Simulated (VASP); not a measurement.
# PbSe in VASP: notebook

Aim: see how the results for PbSe move with the level of theory and the settings. Levels: PBE, r2SCAN. Tasks: single point.

Everything below comes from runs of VASP 6.6.1. Logs are shortened: lines on timing, memory, paths and dates and some standing lists are left out, and cuts for length are marked.

## Step 1: The cell of the first run

The structure is tetragonal, space group P4/nmm (No. 129). The conventional cell has a = 5.398 Å, b = 5.398 Å, c = 4.560 Å, α = 90.00°, β = 90.00°, γ = 90.00°. Pb (site symmetry 4mm) has 4 Se at 2.99 Å within 3.9 Å. Within 3.9 Å of Se (site symmetry -4m2) lie 4 Pb at 2.99 Å and 4 Se at 3.82 Å.

## Step 2: Single point, PBE (33.22 Å³/atom)

The input, INCAR:

```
SYSTEM = PbSe
ALGO = Normal
EDIFF = 1E-6
ENCUT = 520
GGA = PE
ISIF = 2
ISMEAR = 0
LASPH = .True.
LCHARG = .False.
LREAL = .False.
LWAVE = .False.
NBANDS = 28
NELM = 80
PREC = Accurate
SIGMA = 0.05
```

The input, KPOINTS:

```
k-points
0
Gamma
  6 6 8
  0 0 0
```

The input, POSCAR:

```
PbSe
1.0
    5.3984199761      0.0000000000      0.0000000000
    0.0000000000      5.3984199761      0.0000000000
    0.0000000000      0.0000000000      4.5595446127
Pb Se
2 2
Direct
    0.5000000000      0.0000000000      0.2816873817
    0.0000000000      0.5000000000      0.7183126183
    0.0000000000      0.0000000000      0.0000000000
    0.5000000000      0.5000000000      0.0000000000
```

Potentials or basis: VASP PAW PBE potentials, release 64 (Pb_d, Se).

On the command line:

```
$ cat potpaw_PBE.64/Pb_d/POTCAR potpaw_PBE.64/Se/POTCAR > POTCAR
$ mpirun -np 1 vasp_std > vasp.out
```

OUTCAR:

```text
SYSTEM = PbSe
   EDIFF = 1E-6
   ENCUT = 520
   GGA = PE
   ISIF = 2
   ISMEAR = 0
   LASPH = .True.
   LREAL = .False.
   NELM = 80
   PREC = Accurate

 ion  position               nearest neighbor table
   1  0.500  0.000  0.282-   3 2.99   4 2.99   4 2.99   3 2.99
   2  0.000  0.500  0.718-   3 2.99   4 2.99   3 2.99   4 2.99
   3  0.000  0.000  0.000-   1 2.99   2 2.99   2 2.99   1 2.99
   4  0.500  0.500  0.000-   1 2.99   2 2.99   1 2.99   2 2.99

  LATTYP: Found a simple tetragonal cell.
 ALAT       =     5.3984199761
 C/A-ratio  =     0.8446072430

  Lattice vectors:

 A1 = (   5.3984199761,   0.0000000000,   0.0000000000)
 A2 = (   0.0000000000,   5.3984199761,   0.0000000000)
 A3 = (   0.0000000000,   0.0000000000,   4.5595446127)

Analysis of symmetry for initial positions (statically):
=====================================================================
 Subroutine PRICEL returns:
 Original cell was already a primitive cell.

 Routine SETGRP: Setting up the symmetry group for a
 simple tetragonal supercell.

 Subroutine GETGRP returns: Found 16 space group operations
 (whereof  8 operations were pure point group operations)
 out of a pool of 16 trial point group operations.

The static configuration has the point symmetry D_2d.
 The point group associated with its full space group is D_4h.

Analysis of symmetry for dynamics (positions and initial velocities):
=====================================================================
 Subroutine PRICEL returns:
 Original cell was already a primitive cell.

 Routine SETGRP: Setting up the symmetry group for a
 simple tetragonal supercell.

 Subroutine GETGRP returns: Found 16 space group operations
 (whereof  8 operations were pure point group operations)
 out of a pool of 16 trial point group operations.

The dynamic configuration has the point symmetry D_2d.
 The point group associated with its full space group is D_4h.

 Subroutine INISYM returns: Found 16 space group operations
 (whereof  8 operations are pure point group operations),
 and found     1 'primitive' translations

----------------------------------------------------------------------------------------

                                     Primitive cell

  volume of cell :     132.8785

  direct lattice vectors                    reciprocal lattice vectors
     5.398419976  0.000000000  0.000000000     0.185239386  0.000000000  0.000000000
     0.000000000  5.398419976  0.000000000     0.000000000  0.185239386  0.000000000
     0.000000000  0.000000000  4.559544613     0.000000000  0.000000000  0.219320148

  length of vectors
     5.398419976  5.398419976  4.559544613     0.185239386  0.185239386  0.219320148

  position of ions in fractional coordinates (direct lattice)
     0.500000000  0.000000000  0.281687382
     0.000000000  0.500000000  0.718312618
     0.000000000  0.000000000  0.000000000
     0.500000000  0.500000000  0.000000000

  ion indices of the primitive-cell ions
   primitive index   ion index
                 1           1
                 2           2
                 3           3
                 4           4

----------------------------------------------------------------------------------------

 KPOINTS: k-points

Automatic generation of k-mesh.
 Grid dimensions read from file:
 generate k-points for:    6    6    8

 Generating k-lattice:

  Cartesian coordinates                     Fractional coordinates (reciprocal lattice)
     0.030873231  0.000000000  0.000000000     0.166666667  0.000000000  0.000000000
     0.000000000  0.030873231  0.000000000     0.000000000  0.166666667  0.000000000
     0.000000000  0.000000000  0.027415019     0.000000000  0.000000000  0.125000000

  Length of vectors
     0.030873231  0.030873231  0.027415019

  Shift w.r.t. Gamma in fractional coordinates (k-lattice)
     0.000000000  0.000000000  0.000000000

 Subroutine IBZKPT returns following result:
 ===========================================

 Found     50 irreducible k-points:

 Following reciprocal coordinates:
            Coordinates               Weight
  0.000000  0.000000  0.000000      1.000000
  0.166667  0.000000  0.000000      4.000000
  0.333333  0.000000  0.000000      4.000000
  0.500000  0.000000  0.000000      2.000000
  0.166667  0.166667  0.000000      4.000000
  0.333333  0.166667  0.000000      8.000000
[... 16 lines left out ...]
  0.333333  0.000000  0.250000      8.000000
  0.500000  0.000000  0.250000      4.000000
 [... further k-points ...]
   k-points           NKPTS =     50   k-points in BZ     NKDIM =     50   number of bands    NBANDS=     28
   number of dos      NEDOS =    301   number of ions     NIONS =      4
   total plane-waves  NPLWV =  57600
   dimension x,y,z NGX =    40 NGY =   40 NGZ =   36
   dimension x,y,z NGXF=    80 NGYF=   80 NGZF=   72
   ions per type =               2   2
   NGX,Y,Z   is equivalent  to a cutoff of  12.32, 12.32, 13.13 a.u.
   NGXF,Y,Z  is equivalent  to a cutoff of  24.64, 24.64, 26.25 a.u.
 SYSTEM =  PbSe
   PREC   = accura    normal or accurate (medium, high low for compatibility)
   ISTART =      0    job   : 0-new  1-cont  2-samecut
   ICHARG =      2    charge: 1-file 2-atom 10-const
   ISPIN  =      1    spin polarized calculation?
   LNONCOLLINEAR =      F non collinear calculations
   LSORBIT =      F    spin-orbit coupling
   LASPH  =      T    aspherical Exc in radial PAW
   ENCUT  =  520.0 eV  38.22 Ry    6.18 a.u.  10.04 10.04  8.48*2*pi/ulx,y,z
   NELM   =     80;   NELMIN=  2; NELMDL= -5     # of ELM steps
   EDIFF  = 0.1E-05   stopping-criterion for ELM
   LREAL  =      F    real-space projection
   EDIFFG = 0.1E-04   stopping-criterion for IOM
   NSW    =      0    number of steps for IOM
   IBRION =     -1    ionic relax: 0-MD 1-quasi-New 2-CG
   NFREE  =      0    steps in history (QN), initial steepest desc. (CG)
   ISIF   =      2    stress and relaxation
   ISYM   =      2    0-nonsym 1-usesym 2-fastsym
   POTIM  = 0.5000    time-step for ionic-motion
   TEBEG  =    0.0;   TEEND  =   0.0 temperature during run
   PSTRESS=    0.0 pullay stress
   NELECT =      40.0000    total number of electrons
   NUPDOWN=      -1.0000    fix difference up-down
   EMIN   =  10.00;   EMAX   =-10.00  energy-range for DOS
   EFERMI =   0.00;   METHOD = LEGACY
   ISMEAR =     0;   SIGMA  =   0.05  broadening in eV -4-tet -1-fermi 0-gaus
   EFERMI_NEDOS =   21; number of points for ismear=-14 and -15
   IALGO  =     38    algorithm
   IMIX   =      4    mixing-type and parameters
     AMIX     =   0.40;   BMIX     =  1.00
     AMIX_MAG =   1.60;   BMIX_MAG =  1.00
  volume/ion in A,a.u.               =      33.22       224.18
  Fermi-wavevector in a.u.,A,eV,Ry     =   1.097177  2.073363 16.378647  1.203797
  Thomas-Fermi vector in A             =   2.233532
   LORBIT       =      0    0 simple, 1 ext, 2 COOP (PROOUT), +10 PAW based schemes
   GGA     = PE    functional components
   LHFCALC =     F    Hartree Fock is set to
   AEXX    =    0.0000 exact exchange contribution
   IVDW    =     0    specifies the selected vdW correction
   LEPSILON=     F    determine dielectric tensor
   LRPA    =     F    only Hartree local field effects (RPA)
 non-spin polarized calculation
 Gauss-broadening in eV      SIGMA  =   0.05
  energy-cutoff  :      520.00
  volume of cell :      132.88
 maximum number of plane-waves:      3603
   NGX = 21   NGY = 21   NGZ = 17

 number of electron      40.0000008 magnetization

 Free energy of the ion-electron system (eV)
  ---------------------------------------------------
  ext. energy  EPLUGINS =         0.00000000
  ---------------------------------------------------
  free energy    TOTEN  =       -15.66407481 eV

  energy without entropy =      -15.66407481  energy(sigma->0) =      -15.66407481

 E-fermi :   3.5741     XC(G=0):  -8.8088

 val. band max:        3.3337554031   @ k =   0.5000   0.5000   0.5000
 cond. band min:       3.9987288294   @ k =   0.1667   0.1667   0.3750
 fundamental gap:      0.6649734263
 Fermi energy:         3.5741345326

 k-point     1 :       0.0000    0.0000    0.0000
  band No.  band energies     occupation
      1     -13.2674      2.00000
      2     -13.2657      2.00000
      3     -13.2548      2.00000
      4     -13.2520      2.00000
      5     -13.2520      2.00000
      6     -13.2261      2.00000
[... 20 lines left out ...]
     27       9.2347      0.00000
     28       9.6492      0.00000

 k-point     2 :       0.1667    0.0000    0.0000
  band No.  band energies     occupation
      1     -13.2664      2.00000
      2     -13.2646      2.00000
      3     -13.2549      2.00000
      4     -13.2503      2.00000
      5     -13.2445      2.00000
      6     -13.2303      2.00000
[... 20 lines left out ...]
     27       9.6385      0.00000
     28      10.1391      0.00000

 k-point     3 :       0.3333    0.0000    0.0000
  band No.  band energies     occupation
      1     -13.2619      2.00000
      2     -13.2612      2.00000
      3     -13.2559      2.00000
      4     -13.2455      2.00000
      5     -13.2404      2.00000
      6     -13.2327      2.00000
[... 20 lines left out ...]
     27      10.0289      0.00000
     28      10.2467      0.00000

 k-point     4 :       0.5000    0.0000    0.0000
  band No.  band energies     occupation
      1     -13.2584      2.00000
      2     -13.2584      2.00000
      3     -13.2520      2.00000
      4     -13.2520      2.00000
      5     -13.2391      2.00000
      6     -13.2391      2.00000
[... 578 lines left out ...]
     27       9.9693      0.00000
     28      10.8785      0.00000

 k-point    23 :       0.3333    0.0000    0.2500
  band No.  band energies     occupation
      1     -13.2670      2.00000
      2     -13.2611      2.00000
      3     -13.2497      2.00000
      4     -13.2453      2.00000
      5     -13.2402      2.00000
      6     -13.2400      2.00000
[... 20 lines left out ...]
     27      10.6950      0.00000
     28      10.9813      0.00000

 k-point    24 :       0.5000    0.0000    0.2500
  band No.  band energies     occupation
      1     -13.2655      2.00000
      2     -13.2655      2.00000
      3     -13.2458      2.00000
      4     -13.2458      2.00000
      5     -13.2427      2.00000
      6     -13.2427      2.00000
[... 20 lines left out ...]
     27      11.0271      0.00000
     28      11.0271      0.00000

 [... further k-points ...]
[... 5 lines left out ...]
  --------------------------------------------------------------------------------------
  -------------------------------------------------------------------------------------
  Total       -0.7923483     -0.7923483     -0.8065273      0.0000000      0.0000000      0.0000000
  in kB       -9.5537068     -9.5537068     -9.7246698      0.0000000      0.0000000      0.0000000
  external PRESSURE =      -9.6106945 kB  Pullay stress =       0.0000000 kB

 VOLUME and BASIS-vectors are now :
 -----------------------------------------------------------------------------
  energy-cutoff  :      520.00
  volume of cell :      132.88
      direct lattice vectors                 reciprocal lattice vectors
     5.398419976  0.000000000  0.000000000     0.185239386  0.000000000  0.000000000
     0.000000000  5.398419976  0.000000000     0.000000000  0.185239386  0.000000000
     0.000000000  0.000000000  4.559544613     0.000000000  0.000000000  0.219320148

 POSITION                                       TOTAL-FORCE (eV/Angst)
 -----------------------------------------------------------------------------------
      2.69921      0.00000      1.28437         0.000000     -0.000000      0.003983
      0.00000      2.69921      3.27518        -0.000000      0.000000     -0.003983
      0.00000      0.00000      0.00000         0.000000     -0.000000      0.000000
      2.69921      2.69921      0.00000         0.000000      0.000000      0.000000
 -----------------------------------------------------------------------------------
    total drift:                               -0.000000      0.000000      0.000000

  FREE ENERGIE OF THE ION-ELECTRON SYSTEM (eV)
  ---------------------------------------------------
  free  energy   TOTEN  =       -15.6640748138 eV

  energy  without entropy=      -15.6640748138  energy(sigma->0) =      -15.66407481
```

It took 58 s on 1 thread of Intel Xeon 6975P-C (Granite Rapids), shared host; peak memory 0.32 GiB.

What came out:

```yaml
Free_energy: -15.6641 eV
Pressure: -1.0 GPa
Largest_force: 0.004 eV/Å
Band_gap_on_the_k_mesh: 0.66 eV (least direct gap 1.12 eV)
```

Forces in eV/Å, atoms in the order of the input:
```
Pb   0.000  0.000  0.004
Pb   0.000  0.000 -0.004
Se   0.000  0.000  0.000
Se   0.000  0.000  0.000
```

Levels at points of the mesh, in eV from the valence-band top:
| k point | band 17 | band 18 | band 19 | band 20 | band 21 | band 22 | band 23 | band 24 |
| --- | --- | --- | --- | --- | --- | --- | --- | --- |
| (0.00, 0.00, 0.00) | -1.21 | -1.21 | -0.88 | -0.38 | 1.52 | 3.16 | 4.46 | 4.46 |
| (0.50, 0.00, 0.00) | -1.43 | -1.43 | -0.50 | -0.50 | 1.92 | 1.92 | 4.47 | 4.47 |
| (0.50, 0.50, 0.00) | -0.94 | -0.94 | -0.06 | -0.06 | 1.06 | 1.06 | 3.24 | 3.24 |
| (0.00, 0.00, 0.50) | -1.31 | -1.24 | -1.15 | -1.15 | 1.15 | 1.18 | 1.68 | 1.68 |
| (0.50, 0.00, 0.50) | -2.29 | -2.29 | -0.84 | -0.84 | 2.66 | 2.66 | 2.86 | 2.86 |
| (0.50, 0.50, 0.50) | -2.60 | -2.60 | 0.00 | 0.00 | 3.47 | 3.47 | 3.95 | 3.95 |

Caveat: spin-orbit coupling is left out, which moves the levels of the heavy elements.

## Step 3: Single point, PBE

This run uses another cell than the first one, of 30.20 Å³/atom.

The input, INCAR:

```
PREC     = Accurate       # precision mode
ENCUT    = 520            # plane-wave cutoff, eV
EDIFF    = 1E-7           # SCF threshold, eV
ISMEAR   = 0              # smearing method
SIGMA    = 0.05           # smearing width, eV
LREAL    = False          # projectors in reciprocal space
LASPH    = True           # aspherical terms in the spheres
NELM     = 60             # most SCF steps
ALGO     = Normal         # electronic algorithm
ISIF     = 2              # what is computed and relaxed
LWAVE    = False          # write WAVECAR
LCHARG   = False          # write CHGCAR
GGA      = PE             # functional
NBANDS   = 28             # bands
```

The input, KPOINTS:

```
Automatic mesh
0
Gamma
  8 8 6
```

The input, POSCAR:

```
PbSe
1.0
    5.3494553078      0.0000000000      0.0000000000
    0.0000000000      5.3494553078      0.0000000000
    0.0000000000      0.0000000000      4.2212686564
Pb Se
2 2
Direct
    0.5000000000      0.0000000000      0.3182456201
    0.0000000000      0.5000000000      0.6817543799
    0.0000000000      0.0000000000      0.0000000000
    0.5000000000      0.5000000000      0.0000000000
```

Potentials or basis: VASP PAW PBE potentials, release 64 (Pb_d, Se).

On the command line:

```
$ cat potpaw_PBE.64/Pb_d/POTCAR potpaw_PBE.64/Se/POTCAR > POTCAR
$ mpirun -np 1 vasp_std > vasp.out
```

Run time: 62 s. Hardware: 1 thread of Intel Xeon 6975P-C (Granite Rapids), shared host; peak memory 0.32 GiB.

Results (log left out):

```
Free energy            : -15.7081 eV
Pressure               : 0.0 GPa
Largest force          : 0.010 eV/Å
Band gap on the k mesh : 0.47 eV (least direct gap 0.92 eV)
```

Forces on the atoms (eV/Å):
```
Pb   0.000  0.000  0.010
Pb   0.000  0.000 -0.010
Se   0.000  0.000  0.000
Se   0.000  0.000  0.000
```

Levels at points of the mesh, in eV from the valence-band top:
```tsv
k point	band 17	band 18	band 19	band 20	band 21	band 22	band 23	band 24
(0.00, 0.00, 0.00)	-1.31	-1.31	-1.02	-0.26	2.02	3.92	4.55	4.55
(0.50, 0.00, 0.00)	-1.26	-1.26	-0.42	-0.42	1.94	1.94	4.57	4.57
(0.50, 0.50, 0.00)	-0.68	-0.68	-0.11	-0.11	0.81	0.81	3.33	3.33
(0.00, 0.00, 0.50)	-1.59	-1.35	-1.11	-1.11	0.83	1.00	1.18	1.18
(0.50, 0.00, 0.50)	-2.21	-2.21	-1.20	-1.20	2.37	2.37	2.72	2.72
(0.50, 0.50, 0.50)	-3.13	-3.13	0.00	0.00	3.91	3.91	4.09	4.09
```

Caveat: spin-orbit coupling is left out, which moves the levels of the heavy elements. A k mesh can miss the band edges.

(Continued in part 2 of 2.)
